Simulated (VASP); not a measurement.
# Mo: single point with PBE

Crystal: Mo.

```
CELL_PARAMETERS angstrom
0.00000 2.36350 1.60647
2.36350 0.00000 1.60647
2.36350 2.36350 0.00000
ATOMIC_POSITIONS crystal
Mo 0.00000 0.00000 0.00000
```

This cell differs from its parent crystal: volume 17.948 Å^3 an atom, c/a of the conventional cell 0.6797.

```
Program             : VASP 6.6.1
Task                : single point
Functional          : PBE
Potentials or basis : VASP PAW PBE potentials, release 64 (Mo_sv)
Cutoff              : 520 eV
k mesh              : 22 × 22 × 22
Occupations         : gaussian, width 0.15 eV
Spin                : no spin polarisation
```

* Pressure: -24.7 GPa
* Band gap on the k mesh: zero (band 7 reaches 13.70 eV, above the bottom of band 8 at 9.41 eV)

Stress tensor (GPa, compression positive):
```
-27.64   0.00   0.00
  0.00 -27.64   0.00
  0.00   0.00 -18.77
```

Levels at points of the mesh, in eV from the Fermi level:
```
           k point  band 4  band 5  band 6  band 7  band 8  band 9  band 10  band 11
(0.00, 0.00, 0.00)  -34.79   -6.72   -1.36   -0.97   -0.97    1.18     1.66    14.38
(0.50, 0.00, 0.00)  -34.82   -4.53   -2.92    1.33    1.45    2.11     3.87     9.82
(0.50, 0.50, 0.00)  -35.38   -4.48   -4.40    3.23    3.23    3.34     7.76     7.76
(0.50, 0.00, 0.50)  -34.80   -4.51   -2.50    1.05    1.08    1.77     3.81     9.47
```

It took 70 s on 1 thread of Intel(R) Xeon(R) 6975P-C (Granite Rapids) (shared host), peak memory 0.29 GiB.
